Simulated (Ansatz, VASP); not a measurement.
**Si: VASP beside Ansatz**

The input INCAR:

```
SYSTEM = Si
  PREC = Accurate
  ENCUT = 600
  EDIFF = 1E-6
  ISMEAR = -1
  SIGMA = 0.1
  LREAL = .FALSE.
  LASPH = .TRUE.
  NELM = 100
  ALGO = Normal
  ISIF = 3
  LWAVE = .FALSE.
  LCHARG = .FALSE.
  GGA = CA
  IBRION = 2
  NSW = 80
  EDIFFG = -0.01
```

File KPOINTS:

```
regular mesh
0
G
  12 12 12
  0 0 0
```

The input POSCAR:

```
Si
1.0
    2.5311671355      0.0000000000      0.0000000000
    0.0000000000      2.5311671355      0.0000000000
    0.0000000000      0.0000000000      2.5311671355
Si
1
Direct
    0.0000000000      0.0000000000      0.0000000000
```

Input for Ansatz:

```yaml
crystal:
  lattice:
    - [2.5311671355, 0.0, 0.0]
    - [0.0, 2.5311671355, 0.0]
    - [0.0, 0.0, 2.5311671355]
  atoms:
    - { symbol: Si, position: [0.0, 0.0, 0.0] }
hamiltonian:
  xc: lda
  pseudopotentials:
    kind: paw
    azcp:
      Si: "pseudopotentials/Si.paw.azcp"
basis:
  ecutwfc: 420
  fft_grid_basis: typed
kpoints:
  mp_grid: { grid: [12, 12, 12], shift: [0, 0, 0] }
magnetization:
  spin_polarized: false
scf:
  occupations: { method: fermi_dirac, width: 0.1 }
relax:
  max_steps: 60
  f_tol: 0.01
  cell: {}
output:
  write_density: true
  write_potential: true
  elf: true
  volumetric_format: npy
```

Alike in both runs: task relaxation of cell and atoms; functional LDA; k mesh 12 × 12 × 12; occupations fermi-dirac, width 0.1 eV; no spin polarisation.

|  | VASP | Ansatz |
| --- | --- | --- |
| version | VASP 6.6.1 | Ansatz 0.2.0 |
| potentials or method | VASP PAW LDA potentials, release 64 (Si), cutoff 600 eV | plane waves (420 eV) with PAW, scalar-relativistic |
| valence electrons in the cell | 4 | 4 |

VASP gave:

| Item | Value |
| --- | --- |
| relaxed volume (Å³/atom) | 15.63 |
| relaxed cell length with the largest relative difference (Å) | 2.500 |

Question: What did Ansatz give for the same quantities?

Answer: Relaxed volume (Å³/atom): 15.62; relaxed cell length with the largest relative difference (Å): 2.499.

Ansatz warns that its potentials were made for another functional, while VASP's fit it. LDA's correlation is that of Perdew and Zunger in VASP and of Perdew and Wang (1992) in Ansatz.
